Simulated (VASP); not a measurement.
# Al (Fm-3m) in VASP: single point with PBE

Aim: the single point of Al with PBE.

Program: VASP 6.6.1. These are calculated values, not measurements. Logs are shortened: lines on timing, memory, paths and dates and some standing lists are left out, and cuts for length are marked.

## 1. The cell of the first run

It takes space group Fm-3m (No. 225, cubic). The conventional cell has a = 4.046 Å, b = 4.046 Å, c = 4.046 Å, α = 90.00°, β = 90.00°, γ = 90.00°. Al (site symmetry m-3m) has 12 Al at 2.86 Å within 3.8 Å.

## 2. Single point, PBE

Contents of INCAR:

```
SYSTEM = Al
PREC     = Accurate       ! precision mode
ENCUT    = 520            ! plane-wave cutoff, eV
EDIFF    = 1E-6           ! SCF threshold, eV
ISMEAR   = -1             ! smearing method
SIGMA    = 0.1            ! smearing width, eV
LREAL    = .False.        ! projectors in reciprocal space
LASPH    = .True.         ! aspherical terms in the spheres
NELM     = 60             ! most SCF steps
ALGO     = Normal         ! electronic algorithm
ISIF     = 2              ! what is computed and relaxed
LWAVE    = .False.        ! write WAVECAR
LCHARG   = .False.        ! write CHGCAR
GGA      = PE             ! functional
NBANDS   = 8              ! bands
```

Contents of KPOINTS:

```
regular mesh
0
Gamma
  8 8 8
  0 0 0
```

Contents of POSCAR:

```
Al
1.0
    0.0000000000      2.0230000000      2.0230000000
    2.0230000000      0.0000000000      2.0230000000
    2.0230000000      2.0230000000      0.0000000000
Al
1
Direct
    0.0000000000      0.0000000000      0.0000000000
```

Potentials or basis: VASP PAW PBE potentials, release 64 (Al).

The run is started by

```console
cat potpaw_PBE.64/Al/POTCAR > POTCAR
mpirun -np 1 vasp_std > vasp.out
```

OUTCAR:

```text
SYSTEM = Al
   PREC = Accurate
   ENCUT = 520
   EDIFF = 1E-6
   ISMEAR = -1
   LREAL = .False.
   LASPH = .True.
   NELM = 60
   ISIF = 2
   GGA = PE

 ion  position               nearest neighbor table
   1  0.000  0.000  0.000-

  LATTYP: Found a face centered cubic cell.
 ALAT       =     4.0460000000

  Lattice vectors:

 A1 = (   0.0000000000,   2.0230000000,   2.0230000000)
 A2 = (   2.0230000000,   0.0000000000,   2.0230000000)
 A3 = (   2.0230000000,   2.0230000000,   0.0000000000)

Analysis of symmetry for initial positions (statically):
=====================================================================
 Subroutine PRICEL returns:
 Original cell was already a primitive cell.

 Routine SETGRP: Setting up the symmetry group for a
 face centered cubic supercell.

 Subroutine GETGRP returns: Found 48 space group operations
 (whereof 48 operations were pure point group operations)
 out of a pool of 48 trial point group operations.

The static configuration has the point symmetry O_h .

Analysis of symmetry for dynamics (positions and initial velocities):
=====================================================================
 Subroutine PRICEL returns:
 Original cell was already a primitive cell.

 Routine SETGRP: Setting up the symmetry group for a
 face centered cubic supercell.

 Subroutine GETGRP returns: Found 48 space group operations
 (whereof 48 operations were pure point group operations)
 out of a pool of 48 trial point group operations.

The dynamic configuration has the point symmetry O_h .

 Subroutine INISYM returns: Found 48 space group operations
 (whereof 48 operations are pure point group operations),
 and found     1 'primitive' translations

----------------------------------------------------------------------------------------

                                     Primitive cell

  volume of cell :      16.5584

  direct lattice vectors                    reciprocal lattice vectors
     0.000000000  2.023000000  2.023000000    -0.247157687  0.247157687  0.247157687
     2.023000000  0.000000000  2.023000000     0.247157687 -0.247157687  0.247157687
     2.023000000  2.023000000  0.000000000     0.247157687  0.247157687 -0.247157687

  length of vectors
     2.860954037  2.860954037  2.860954037     0.428089671  0.428089671  0.428089671

  position of ions in fractional coordinates (direct lattice)
     0.000000000  0.000000000  0.000000000

  ion indices of the primitive-cell ions
   primitive index   ion index
                 1           1

----------------------------------------------------------------------------------------

 KPOINTS: regular mesh

Automatic generation of k-mesh.
 Grid dimensions read from file:
 generate k-points for:    8    8    8

 Generating k-lattice:

  Cartesian coordinates                     Fractional coordinates (reciprocal lattice)
    -0.030894711  0.030894711  0.030894711     0.125000000  0.000000000  0.000000000
     0.030894711 -0.030894711  0.030894711     0.000000000  0.125000000  0.000000000
     0.030894711  0.030894711 -0.030894711     0.000000000  0.000000000  0.125000000

  Length of vectors
     0.053511209  0.053511209  0.053511209

  Shift w.r.t. Gamma in fractional coordinates (k-lattice)
     0.000000000  0.000000000  0.000000000

 Subroutine IBZKPT returns following result:
 ===========================================

 Found     29 irreducible k-points:

 Following reciprocal coordinates:
            Coordinates               Weight
  0.000000  0.000000  0.000000      1.000000
  0.125000  0.000000  0.000000      8.000000
  0.250000  0.000000  0.000000      8.000000
  0.375000  0.000000  0.000000      8.000000
  0.500000  0.000000  0.000000      4.000000
  0.125000  0.125000  0.000000      6.000000
[... 16 lines left out ...]
  0.500000  0.250000  0.125000     48.000000
 -0.375000  0.250000  0.125000     24.000000
 [... further k-points ...]
   k-points           NKPTS =     29   k-points in BZ     NKDIM =     29   number of bands    NBANDS=      8
   number of dos      NEDOS =    301   number of ions     NIONS =      1
   total plane-waves  NPLWV =  13824
   dimension x,y,z NGX =    24 NGY =   24 NGZ =   24
   dimension x,y,z NGXF=    48 NGYF=   48 NGZF=   48
   ions per type =               1
   NGX,Y,Z   is equivalent  to a cutoff of  13.95, 13.95, 13.95 a.u.
   NGXF,Y,Z  is equivalent  to a cutoff of  27.89, 27.89, 27.89 a.u.
 SYSTEM =  Al
   PREC   = accura    normal or accurate (medium, high low for compatibility)
   ISTART =      0    job   : 0-new  1-cont  2-samecut
   ICHARG =      2    charge: 1-file 2-atom 10-const
   ISPIN  =      1    spin polarized calculation?
   LNONCOLLINEAR =      F non collinear calculations
   LSORBIT =      F    spin-orbit coupling
   LASPH  =      T    aspherical Exc in radial PAW
   ENCUT  =  520.0 eV  38.22 Ry    6.18 a.u.   5.32  5.32  5.32*2*pi/ulx,y,z
   NELM   =     60;   NELMIN=  2; NELMDL= -5     # of ELM steps
   EDIFF  = 0.1E-05   stopping-criterion for ELM
   LREAL  =      F    real-space projection
   EDIFFG = 0.1E-04   stopping-criterion for IOM
   NSW    =      0    number of steps for IOM
   IBRION =     -1    ionic relax: 0-MD 1-quasi-New 2-CG
   NFREE  =      0    steps in history (QN), initial steepest desc. (CG)
   ISIF   =      2    stress and relaxation
   ISYM   =      2    0-nonsym 1-usesym 2-fastsym
   POTIM  = 0.5000    time-step for ionic-motion
   TEBEG  =    0.0;   TEEND  =   0.0 temperature during run
   PSTRESS=    0.0 pullay stress
   NELECT =       3.0000    total number of electrons
   NUPDOWN=      -1.0000    fix difference up-down
   EMIN   =  10.00;   EMAX   =-10.00  energy-range for DOS
   EFERMI =   0.00;   METHOD = LEGACY
   ISMEAR =    -1;   SIGMA  =   0.10  broadening in eV -4-tet -1-fermi 0-gaus
   EFERMI_NEDOS =   21; number of points for ismear=-14 and -15
   IALGO  =     38    algorithm
   IMIX   =      4    mixing-type and parameters
     AMIX     =   0.40;   BMIX     =  1.00
     AMIX_MAG =   1.60;   BMIX_MAG =  1.00
  volume/ion in A,a.u.               =      16.56       111.74
  Fermi-wavevector in a.u.,A,eV,Ry     =   0.926352  1.750551 11.675540  0.858128
  Thomas-Fermi vector in A             =   2.052305
   LORBIT       =      0    0 simple, 1 ext, 2 COOP (PROOUT), +10 PAW based schemes
   GGA     = PE    functional components
   LHFCALC =     F    Hartree Fock is set to
   AEXX    =    0.0000 exact exchange contribution
   IVDW    =     0    specifies the selected vdW correction
   LEPSILON=     F    determine dielectric tensor
   LRPA    =     F    only Hartree local field effects (RPA)
 non-spin polarized calculation
  energy-cutoff  :      520.00
  volume of cell :       16.56
 maximum number of plane-waves:       459
 NGX is ok and might be reduce to    24
   NGX = 11   NGY = 11   NGZ = 11

 number of electron       3.0000000 magnetization

 Free energy of the ion-electron system (eV)
  ---------------------------------------------------
  ext. energy  EPLUGINS =         0.00000000
  ---------------------------------------------------
  free energy    TOTEN  =        -3.74734408 eV

  energy without entropy =       -3.73498823  energy(sigma->0) =       -3.74116616

 E-fermi :   7.9312     XC(G=0): -10.1829

 val. band max:        7.6427968944   @ k =  -0.2500   0.3750   0.1250
 cond. band min:       8.0997748686   @ k =   0.5000   0.2500   0.1250
 fundamental gap:      0.4569779742
 Fermi energy:         7.9312142934

 k-point     1 :       0.0000    0.0000    0.0000
  band No.  band energies     occupation
      1      -3.1457      2.00000
      2      20.5643      0.00000
      3      20.5643      0.00000
      4      20.5643      0.00000
      5      22.0299      0.00000
      6      22.0299      0.00000
      7      22.0299      0.00000
      8      24.4058      0.00000

 k-point     2 :       0.1250    0.0000    0.0000
  band No.  band energies     occupation
      1      -2.7224      2.00000
      2      16.2633      0.00000
      3      19.6140      0.00000
      4      19.6140      0.00000
      5      22.6457      0.00000
      6      23.5758      0.00000
      7      23.5758      0.00000
      8      25.5966      0.00000

 k-point     3 :       0.2500    0.0000    0.0000
  band No.  band energies     occupation
      1      -1.4600      2.00000
      2      11.3967      0.00000
      3      18.8470      0.00000
      4      18.8470      0.00000
      5      22.2869      0.00000
      6      22.6884      0.00000
      7      22.6884      0.00000
      8      26.6842      0.00000

 k-point     4 :       0.3750    0.0000    0.0000
  band No.  band energies     occupation
      1       0.6198      2.00000
      2       7.0994      1.99951
      3      18.7553      0.00000
      4      18.7553      0.00000
      5      20.7012      0.00000
      6      20.7012      0.00000
      7      22.3591      0.00000
      8      24.6238      0.00000

 k-point     5 :       0.5000    0.0000    0.0000
  band No.  band energies     occupation
      1       3.3851      2.00000
      2       3.5900      2.00000
      3      19.3377      0.00000
      4      19.3377      0.00000
      5      19.4085      0.00000
      6      19.4085      0.00000
      7      23.0673      0.00000
      8      23.2010      0.00000
[... 177 lines left out ...]
 k-point    22 :       0.3750    0.2500    0.1250
  band No.  band energies     occupation
      1      -0.3473      2.00000
      2      11.8075      0.00000
      3      13.2083      0.00000
      4      16.7257      0.00000
      5      20.0829      0.00000
      6      21.8546      0.00000
      7      24.8776      0.00000
      8      28.2114      0.00000

 k-point    23 :       0.5000    0.2500    0.1250
  band No.  band energies     occupation
      1       1.7151      2.00000
      2       8.0998      0.31271
      3      12.5324      0.00000
      4      14.5910      0.00000
      5      20.7083      0.00000
      6      22.7962      0.00000
      7      24.9282      0.00000
      8      28.8908      0.00000

 k-point    24 :      -0.3750    0.2500    0.1250
  band No.  band energies     occupation
      1       4.4294      2.00000
      2       4.6807      2.00000
      3      12.9282      0.00000
      4      13.3979      0.00000
      5      21.2336      0.00000
      6      21.6650      0.00000
      7      28.2278      0.00000
      8      28.5324      0.00000

 [... further k-points ...]

------------------------ aborting loop because EDIFF is reached ----------------------------------------

  FORCE on cell =-STRESS in cart. coord.  units (eV):
  Direction    XX          YY          ZZ          XY          YZ          ZX
  --------------------------------------------------------------------------------------
  -------------------------------------------------------------------------------------
  Total       -0.0248027     -0.0248027     -0.0248027      0.0000000      0.0000000     -0.0000000
  in kB       -2.3998886     -2.3998886     -2.3998886      0.0000000      0.0000000     -0.0000000
  external PRESSURE =      -2.3998886 kB  Pullay stress =       0.0000000 kB

 VOLUME and BASIS-vectors are now :
 -----------------------------------------------------------------------------
  energy-cutoff  :      520.00
  volume of cell :       16.56
      direct lattice vectors                 reciprocal lattice vectors
     0.000000000  2.023000000  2.023000000    -0.247157687  0.247157687  0.247157687
     2.023000000  0.000000000  2.023000000     0.247157687 -0.247157687  0.247157687
     2.023000000  2.023000000  0.000000000     0.247157687  0.247157687 -0.247157687

 POSITION                                       TOTAL-FORCE (eV/Angst)
 -----------------------------------------------------------------------------------
      0.00000      0.00000      0.00000         0.000000      0.000000     -0.000000
 -----------------------------------------------------------------------------------
    total drift:                                0.000000      0.000000     -0.000000

  FREE ENERGIE OF THE ION-ELECTRON SYSTEM (eV)
  ---------------------------------------------------
  free  energy   TOTEN  =        -3.7473440780 eV

  energy  without entropy=       -3.7349882350  energy(sigma->0) =       -3.74116616
```

Wall time 9 s (1 thread of AMD EPYC 7R13, shared host); peak memory 0.1 GiB.

What came out:

```yaml
Free_energy: -3.7473 eV
Pressure: -0.2 GPa
```
